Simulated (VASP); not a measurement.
Runs of VASP 6.6.1 on Al. The structure is that of space group Cm (No. 8), or close to it. The cells are those of the table. 

| cell | gap on the mesh (eV) | pressure (GPa) | largest force (eV/Å) |
| --- | --- | --- | --- |
| a = 2.814, b = 2.814, c = 18.536 Å, angles 85.6, 87.8, 60.0°, 8 atoms | none | (a) | 1.14 |
| a = 2.814, b = 2.814, c = 18.688 Å, angles 81.7, 84.2, 60.0°, 8 atoms | none | 0.6 | 0.73 |
| a = 2.814, b = 2.814, c = 18.700 Å, angles 81.3, 84.6, 60.0°, 8 atoms | none | 0.3 | 0.41 |
| a = 2.814, b = 2.814, c = 18.510 Å, angles 87.1, 87.5, 60.0°, 8 atoms | none | 0.3 | 0.30 |

Alike in all rows: task single point; level PBE+D3(BJ); potentials or basis VASP PAW PBE potentials, release 64 (Al); no spin polarisation; k mesh 16 × 16 × 2; cutoff (eV) 520; smearing gaussian 0.15 eV.

Problem. Estimate the missing entries.

Solution. (a) 1.1.

Caveats: forces of over 1 eV/Å act on the atoms, so gaps and moduli don't describe the material at rest (at least some runs).

A gap of «none» marks levels without a gap at the run's occupations.
